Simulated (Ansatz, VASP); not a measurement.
## One calculation of TaSi2, two programs

```
Ta Si
1.0
     4.80602    0.00000    0.00000
    -2.40301    4.16214    0.00000
     0.00000    0.00000    6.59953
Ta Si
3 6
Direct
  0.32023 0.00000 0.00000
  0.50000 0.50000 0.66667
  0.00000 0.50000 0.33333
  0.15892 0.31783 0.00000
  0.84108 0.15892 0.66667
  0.68217 0.84108 0.33333
  0.84108 0.68217 0.00000
  0.15892 0.84108 0.66667
  0.31783 0.15892 0.33333
```

Alike in both runs: task single point; functional PBE; k mesh 9 × 9 × 6; occupations gaussian, width 0.15 eV; no spin polarisation.

|  | VASP | Ansatz |
| --- | --- | --- |
| version | VASP 6.6.1 | Ansatz 0.2.0 |
| potentials or method | VASP PAW PBE potentials, release 64 (Ta_pv, Si), cutoff 520 eV | scalar-relativistic, plane waves, PAW |
| valence electrons in the cell | 57 | 63 |

|  | VASP | Ansatz | Ansatz less VASP |
| --- | --- | --- | --- |
| gap on the k mesh at the Fermi level (eV) | none | none | - |
| pressure (GPa) | 24.4 | 24.4 | -0.05 |
| traceless stress, the component that is largest in VASP (GPa) | 9.56 | 9.55 | -0.010 |
| rms of the force components (eV/Å) | 5.472 | 5.466 | -0.0058 |

Atom by atom the forces differ by 0.007 eV/Å (rms over components). A gap of «none» marks a metal or a gap that the smearing closes. VASP's potentials hold 57 valence electrons a cell and Ansatz's 63, so a difference there can come from the potentials and not from the codes.

Spin-orbit coupling is off throughout.
